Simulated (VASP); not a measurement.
# Cd3HgS4 (I-42m) in VASP: notebook, part 2 of 2

VASP 6.6.1. The steps go on from the part before.

**3. Single point, PBE**

INCAR reads:

```
ALGO = Normal ; EDIFF = 1E-6
ENCUT = 520 ; GGA = PE
ISIF = 2 ; ISMEAR = 0
LASPH = True ; LCHARG = False
LREAL = False ; LWAVE = False
NBANDS = 46 ; NELM = 80
PREC = Accurate ; SIGMA = 0.02
```

KPOINTS reads:

```
k-points
0
Gamma
  6 6 6
```

POSCAR reads:

```
Cd3HgS4
1.0
   -2.9709956859      2.9709956859      5.9426513578
    2.9709956859     -2.9709956859      5.9426513578
    2.9709956859      2.9709956859     -5.9426513578
Cd Hg S
3 1 4
Direct
    0.5000000000      0.5000000000      0.0000000000
    0.2500000000      0.7500000000      0.5000000000
    0.7500000000      0.2500000000      0.5000000000
    0.0000000000      0.0000000000      0.0000000000
    0.6220026466      0.6220026466      0.4958943390
    0.1261083076      0.1261083076      0.5041056610
    0.8738916924      0.3779973534      0.0000000000
    0.3779973534      0.8738916924      0.0000000000
```

Potentials or basis: VASP PAW PBE potentials, release 64 (Cd, Hg, S).

Run with:

```console
cat potpaw_PBE.64/Cd/POTCAR potpaw_PBE.64/Hg/POTCAR potpaw_PBE.64/S/POTCAR > POTCAR
mpirun -np 1 vasp_std > vasp.out
```

Wall time 10 min (1 thread of Intel Xeon 6975P-C, shared host); peak memory 0.55 GiB.

Results (log left out):

```
Free energy            : -22.9799 eV
Pressure               : 0.3 GPa
Band gap on the k mesh : 0.63 eV, direct
```

Forces on the atoms (eV/Å):
```
Cd   0.000  0.000  0.000
Cd   0.000  0.000  0.000
Cd   0.000  0.000  0.000
Hg   0.000  0.000  0.000
S    0.000  0.000 -0.002
S    0.000  0.000 -0.002
S    0.000  0.000  0.002
S    0.000  0.000  0.002
```

Levels at points of the mesh, in eV from the valence-band top:
```
           k point  band 32  band 33  band 34  band 35  band 36  band 37  band 38  band 39  band 40  band 41
(0.00, 0.00, 0.00)    -1.81    -1.81     0.00     0.00     0.00     0.63     3.62     3.78     4.79     5.09
(0.50, 0.00, 0.00)    -1.40    -1.31    -1.25    -0.80    -0.65     2.97     3.55     4.33     4.62     5.26
(0.50, 0.50, 0.00)    -0.83    -0.76    -0.69    -0.65    -0.62     2.17     2.83     3.71     3.98     6.05
(0.50, 0.50, 0.50)    -1.71    -1.07    -1.07    -0.87    -0.87     2.79     3.33     3.62     3.62     3.87
```

Caveat: spin-orbit coupling is left out, which moves the levels of the heavy elements.

**4. Single point, PBE**

This run uses another cell than the first one, of 24.18 Å³/atom, 0.922 times its volume.

INCAR reads:

```
SYSTEM = Cd3HgS4
PREC = Accurate
ENCUT = 520
EDIFF = 1E-6
ISMEAR = 0
SIGMA = 0.1
LREAL = .FALSE.
LASPH = .TRUE.
NELM = 80
ALGO = Normal
ISIF = 2
LWAVE = .FALSE.
LCHARG = .TRUE.
GGA = PE
LELF = .TRUE.
LVHAR = .TRUE.
NBANDS = 46
```

KPOINTS reads:

```
regular mesh
0
G
  4 4 4
  0 0 0
```

POSCAR reads:

```
Cd3HgS4
1.0
   -2.8918208000      2.8918208000      5.7836415900
    2.8918208000     -2.8918208000      5.7836415900
    2.8918208000      2.8918208000     -5.7836415900
Cd Hg S
3 1 4
Direct
    0.5000000000      0.5000000000      0.0000000000
    0.2500000000      0.7500000000      0.5000000000
    0.7500000000      0.2500000000      0.5000000000
    0.0000000000      0.0000000000      0.0000000000
    0.6250000000      0.6250000000      0.5000000000
    0.1250000000      0.1250000000      0.5000000000
    0.8750000000      0.3750000000      0.0000000000
    0.3750000000      0.8750000000      0.0000000000
```

Run with:

```console
cat potpaw_PBE.64/Cd/POTCAR potpaw_PBE.64/Hg/POTCAR potpaw_PBE.64/S/POTCAR > POTCAR
mpirun -np 1 vasp_std > vasp.out
```

It took 3.2 min on 1 thread of Intel Xeon 6975P-C (Granite Rapids), shared host; peak memory 0.44 GiB.

Results (log left out):

- Free energy: -22.6863 eV
- Pressure: 5.6 GPa
- Largest force: 0.204 eV/Å
- Band gap on the k mesh: 0.78 eV, direct

Forces in eV/Å, atoms in the order of the input:
```
Cd   0.000  0.000  0.000
Cd   0.000  0.000  0.000
Cd   0.000  0.000  0.000
Hg   0.000  0.000  0.000
S   -0.117 -0.117 -0.120
S    0.117  0.117 -0.120
S    0.117 -0.117  0.120
S   -0.117  0.117  0.120
```

Levels at points of the mesh, in eV from the valence-band top:
| k point | band 32 | band 33 | band 34 | band 35 | band 36 | band 37 | band 38 | band 39 | band 40 | band 41 |
| --- | --- | --- | --- | --- | --- | --- | --- | --- | --- | --- |
| (0.00, 0.00, 0.00) | -2.12 | -2.12 | 0.00 | 0.00 | 0.00 | 0.78 | 3.46 | 3.97 | 5.05 | 5.35 |
| (0.50, 0.00, 0.00) | -1.64 | -1.56 | -1.43 | -0.94 | -0.75 | 3.28 | 3.75 | 4.52 | 4.82 | 5.23 |
| (0.50, 0.50, 0.00) | -0.99 | -0.88 | -0.80 | -0.77 | -0.74 | 2.34 | 2.91 | 3.92 | 4.20 | 6.01 |
| (0.50, 0.50, 0.50) | -1.97 | -1.27 | -1.27 | -1.01 | -1.01 | 3.07 | 3.46 | 3.46 | 3.49 | 3.91 |

Caveat: spin-orbit coupling is left out, which moves the levels of the heavy elements.

**5. Single point, PBE**

INCAR reads:

```
  PREC = Accurate
  ENCUT = 520
  EDIFF = 1E-6
  ISMEAR = 0
  SIGMA = 0.1
  LREAL = False
  LASPH = True
  NELM = 80
  ALGO = Normal
  ISIF = 2
  LWAVE = False
  LCHARG = False
  GGA = PE
  NBANDS = 46
```

KPOINTS reads:

```
Automatic mesh
0
Gamma
  4 4 4
```

POSCAR reads:

```
Cd3HgS4
1.0
   -2.9715129538      2.9715129538      5.9434907785
    2.9715129538     -2.9715129538      5.9434907785
    2.9715129538      2.9715129538     -5.9434907785
Cd Hg S
3 1 4
Direct
    0.5000000000      0.5000000000      0.0000000000
    0.2500000000      0.7500000000      0.5000000000
    0.7500000000      0.2500000000      0.5000000000
    0.0000000000      0.0000000000      0.0000000000
    0.6217308558      0.6217308558      0.4956749143
    0.1260559415      0.1260559415      0.5043250857
    0.8739440585      0.3782691442      0.0000000000
    0.3782691442      0.8739440585      0.0000000000
```

Potentials or basis: VASP PAW PBE potentials, release 64 (Cd, Hg, S).

Run with:

```console
cat potpaw_PBE.64/Cd/POTCAR potpaw_PBE.64/Hg/POTCAR potpaw_PBE.64/S/POTCAR > POTCAR
mpirun -np 1 vasp_std > vasp.out
```

OUTCAR:

```text
PREC = Accurate
   ENCUT = 520
   EDIFF = 1E-6
   ISMEAR = 0
   LREAL = False
   LASPH = True
   NELM = 80
   ISIF = 2
   GGA = PE

 ion  position               nearest neighbor table
   1  0.500  0.500  0.000-   5 2.57   7 2.57   8 2.57   6 2.57
   2  0.250  0.750  0.500-   6 2.57   8 2.57   7 2.57   5 2.57
   3  0.750  0.250  0.500-   6 2.57   7 2.57   8 2.57   5 2.57
   4  0.000  0.000  0.000-   7 2.60   8 2.60   5 2.60   6 2.60
[... 838 lines left out ...]
  -------------------------------------------------------------------------------------
  Total        0.3542427      0.3542427      0.3559253      0.0000000      0.0000000      0.0000000
  in kB        2.7036763      2.7036763      2.7165183      0.0000000      0.0000000      0.0000000
  external PRESSURE =       2.7079570 kB  Pullay stress =       0.0000000 kB

 VOLUME and BASIS-vectors are now :
 -----------------------------------------------------------------------------
  energy-cutoff  :      520.00
  volume of cell :      209.92
      direct lattice vectors                 reciprocal lattice vectors
    -2.971512954  2.971512954  5.943490779     0.000000000  0.168264452  0.084125646
     2.971512954 -2.971512954  5.943490779     0.168264452  0.000000000  0.084125646
     2.971512954  2.971512954 -5.943490779     0.168264452  0.168264452  0.000000000

 POSITION                                       TOTAL-FORCE (eV/Angst)
 -----------------------------------------------------------------------------------
      0.00000      0.00000      5.94349        -0.000000     -0.000000     -0.000000
      2.97151     -0.00000      2.97175        -0.000000      0.000000     -0.000000
     -0.00000      2.97151      2.97175        -0.000000     -0.000000     -0.000000
      0.00000      0.00000      0.00000        -0.000000      0.000000     -0.000000
      1.47290      1.47290      4.44446         0.004728      0.004728      0.013773
      1.49861      1.49861     -1.49903        -0.004728     -0.004728      0.013773
     -1.47290      1.47290      7.44252        -0.004728      0.004728     -0.013773
      1.47290     -1.47290      7.44252         0.004728     -0.004728     -0.013773
 -----------------------------------------------------------------------------------
    total drift:                                0.000007      0.000007      0.000006

  FREE ENERGIE OF THE ION-ELECTRON SYSTEM (eV)
  ---------------------------------------------------
  free  energy   TOTEN  =       -22.9760439809 eV

  energy  without entropy=      -22.9760438176  energy(sigma->0) =      -22.97604390
```

OSZICAR:

```text
N       E                     dE             d eps       ncg     rms          rms(c)
DAV:   1     0.520296786840E+03    0.52030E+03   -0.34659E+04  1196   0.143E+03
DAV:   2     0.105488358234E+02   -0.50975E+03   -0.49359E+03  1304   0.352E+02
DAV:   3    -0.245660001614E+02   -0.35115E+02   -0.34874E+02  1412   0.889E+01
DAV:   4    -0.250860393425E+02   -0.52004E+00   -0.51925E+00  1358   0.106E+01
[... 11 lines left out ...]
DAV:  16    -0.229760670061E+02    0.27562E-04   -0.22348E-05  1342   0.159E-02    0.158E-01
DAV:  17    -0.229760484082E+02    0.18598E-04   -0.27805E-05  1246   0.165E-02    0.941E-02
DAV:  18    -0.229760462095E+02    0.21986E-05   -0.32352E-06  1100   0.904E-03    0.686E-02
DAV:  19    -0.229760449016E+02    0.13079E-05   -0.13686E-06   788   0.537E-03    0.508E-02
DAV:  20    -0.229760439809E+02    0.92065E-06   -0.41879E-06  1068   0.697E-03
   1 F= -.22976044E+02 E0= -.22976044E+02  d E =-.163330E-06
```

It took 2.5 min on 1 thread of Intel Xeon 6975P-C (Granite Rapids), shared host; peak memory 0.43 GiB.

What came out:

```yaml
Free_energy: -22.9760 eV
Pressure: 0.3 GPa
Largest_force: 0.015 eV/Å
Band_gap_on_the_k_mesh: 0.63 eV, direct
```

Forces in eV/Å, atoms in the order of the input:
```
Cd   0.000  0.000  0.000
Cd   0.000  0.000  0.000
Cd   0.000  0.000  0.000
Hg   0.000  0.000  0.000
S    0.005  0.005  0.014
S   -0.005 -0.005  0.014
S   -0.005  0.005 -0.014
S    0.005 -0.005 -0.014
```

Caveat: spin-orbit coupling is left out, which moves the levels of the heavy elements.

**6. The runs side by side**

```csv
cell,k mesh,smearing,gap on the mesh (eV),pressure (GPa),largest force (eV/Å)
"a = 7.279 Å, angles 131.8, 131.8, 70.5°, 8 atoms",4 × 4 × 4,gaussian 0.1 eV,0.63,0.3,0.02
"a = 7.278 Å, angles 131.8, 131.8, 70.5°, 8 atoms",6 × 6 × 6,gaussian 0.02 eV,0.63,0.3,-
"a = 7.083 Å, angles 131.8, 131.8, 70.5°, 8 atoms",4 × 4 × 4,gaussian 0.1 eV,0.78,5.6,0.20
```

Some of these runs hold the atoms at other places in the same cell, which the table doesn't show; runs alike in all that it shows share one row.

Alike in all rows: task single point; level PBE; potentials or basis VASP PAW PBE potentials, release 64 (Cd, Hg, S); no spin polarisation; cutoff (eV) 520.

Caveats: spin-orbit coupling is left out, which moves the levels of the heavy elements.

Total energies depend on the potentials used, so only differences within one code and one set of settings carry meaning.
